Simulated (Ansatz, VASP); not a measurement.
## LiNO3 in VASP and in Ansatz

```xyz
10
Lattice="2.2956 1.3253 4.7738 -2.2956 1.3253 4.7738 0.0000 -2.6507 4.7738" Properties=species:S:1:pos:R:3 pbc="T T T"
Li    0.0000    0.0000    0.0000
Li    0.0000    0.0000    7.1608
N     0.0000    0.0000    3.5804
N     0.0000    0.0000   10.7411
O    -1.0519    1.3253    8.3542
O    -0.6218   -1.5736    8.3542
O     1.6737    0.2483    8.3542
O     1.0519   -1.3253    5.9673
O     0.6218    1.5736    5.9673
O    -1.6737   -0.2483    5.9673
```

Alike in both runs: functional LDA; k mesh 6 × 6 × 6; occupations gaussian, width 0.1 eV; no spin polarisation.

Ansatz relaxed the structure, and its values are those at the end. VASP's run is a single point on that final structure, the one shown.

|  | VASP | Ansatz |
| --- | --- | --- |
| version | VASP 6.6.1 | Ansatz 0.2.0 |
| potentials or method | VASP PAW LDA potentials, release 64 (Li_sv, N, O), cutoff 520 eV | scalar-relativistic, plane waves, PAW |
| valence electrons in the cell | 52 | 52 |

Ansatz gave:

- gap on the k mesh at the Fermi level (eV): 3.13
- least direct gap on the mesh (eV): 3.48
- rms of the force components (eV/Å): 0.002

What did VASP give for the same quantities?

gap on the k mesh at the Fermi level (eV): 3.10; least direct gap on the mesh (eV): 3.45; rms of the force components (eV/Å): 0.302.

LDA's correlation is that of Perdew and Zunger in VASP and of Perdew and Wang (1992) in Ansatz.

Noted on VASP's run: the cutoff is short for stress, so the pressure is rough; the standard files for N, O and F lose accuracy on very short bonds.
